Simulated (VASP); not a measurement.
Crystal: TiAl3.

```
Ti Al
1.0
    -1.91111    1.91111    4.28067
     1.91111   -1.91111    4.28067
     1.91111    1.91111   -4.28067
Ti Al
1 3
Direct
  0.00000 0.00000 0.00000
  0.25000 0.75000 0.50000
  0.75000 0.25000 0.50000
  0.50000 0.50000 0.00000
```

Base run:

```yaml
Program: VASP 6.6.1
Functional: r2SCAN
Potentials_or_basis: VASP PAW PBE potentials, release 64 (Ti_sv, Al)
Cutoff: 520 eV
k_mesh: 10 × 10 × 10
Occupations: fermi-dirac, width 0.05 eV
Spin: no spin polarisation
```

Its results: band gap on the k mesh zero (an odd number of electrons rules out a gap without spin polarisation); pressure 0.0 GPa.

Q: The run is repeated on the same cell with these changes: functional from r2SCAN to PBEsol-based global hybrid with 25 % exact exchange; k mesh from 10 × 10 × 10 to 5 × 5 × 5. What comes out?

A: Band gap on the k mesh zero (an odd number of electrons rules out a gap without spin polarisation); pressure -2.2 GPa.

Several settings changed at once.

Caveats: some runs use coarse meshes; the PAW data sets were made with another functional, which shifts forces and pressure a little.
